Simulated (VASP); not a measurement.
A run of VASP 6.6.1 is set up as follows.

INCAR

```
PREC = Accurate
ENCUT = 600
EDIFF = 1E-6
ISMEAR = 0
SIGMA = 0.02
LREAL = F
LASPH = T
NELM = 120
ALGO = Normal
ISIF = 2
LWAVE = F
LCHARG = T
GGA = PS
LELF = T
LVHAR = T
NBANDS = 15
GGA_COMPAT = F
```

File KPOINTS:

```
Automatic mesh
0
Gamma
  16 16 14
```

The input POSCAR:

```
TaN
1.0
    2.8780239874      0.0000000000      0.0000000000
   -1.4390119937      2.4924418858      0.0000000000
    0.0000000000      0.0000000000      2.8241467514
Ta N
1 1
Direct
    0.0000000000      0.0000000000      0.5000000000
    0.6666666667      0.3333333333      0.0000000000
```

Potentials or basis: VASP PAW PBE potentials, release 64 (Ta_pv, N).

Command:

```sh
$ cat potpaw_PBE.64/Ta_pv/POTCAR potpaw_PBE.64/N/POTCAR > POTCAR
$ mpirun -np 1 vasp_std > vasp.out
```

Task: Estimate the pressure.

Result: 20.4 GPa.

Task: Predict the band gap on the k mesh.

Result: Zero (band 8 reaches 9.01 eV, above the bottom of band 9 at 8.63 eV).

Stress tensor (GPa, compression positive):
```
19.46  0.00  0.00
 0.00 19.46  0.00
 0.00  0.00 22.31
```

Caveat: the PAW data sets were made with another functional, which shifts forces and pressure a little; spin-orbit coupling is left out, which moves the levels of the heavy elements.
